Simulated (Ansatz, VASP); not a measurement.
# Two plane-wave programs on Sb

```xyz
1
Lattice="3.1809 0.0000 0.0000 0.0000 3.1809 0.0000 0.0000 0.0000 3.1809" Properties=species:S:1:pos:R:3 pbc="T T T"
Sb    0.0000    0.0000    0.0000
```

Alike in both runs: task single point; functional r2SCAN0; k mesh 4 × 4 × 4; occupations fermi-dirac, width 0.05 eV; no spin polarisation.

|  | VASP | Ansatz |
| --- | --- | --- |
| version | VASP 6.6.1 | Ansatz 0.2.0 |
| potentials or method | VASP PAW PBE potentials, release 64 (Sb_d_GW) | Ansatz PAW |
| plane-wave cutoff (eV) | 440 | 500 |
| valence electrons in the cell | 15 | 15 |

Ansatz gave:

```
gap on the k mesh at the Fermi level (eV) : none
pressure (GPa)                            : -6.9
```

Q: Which values does VASP return?

A: gap on the k mesh at the Fermi level (eV): none; pressure (GPa): -7.0.

VASP's potentials were made for PBE, not for r2SCAN0. A gap of «none» marks a metal or a gap that the smearing closes. With one functional, cell and mesh, what is left measures potentials, basis and numerics.

The k mesh is coarse, so the values compare programs but aren't converged. Spin-orbit coupling is off throughout.
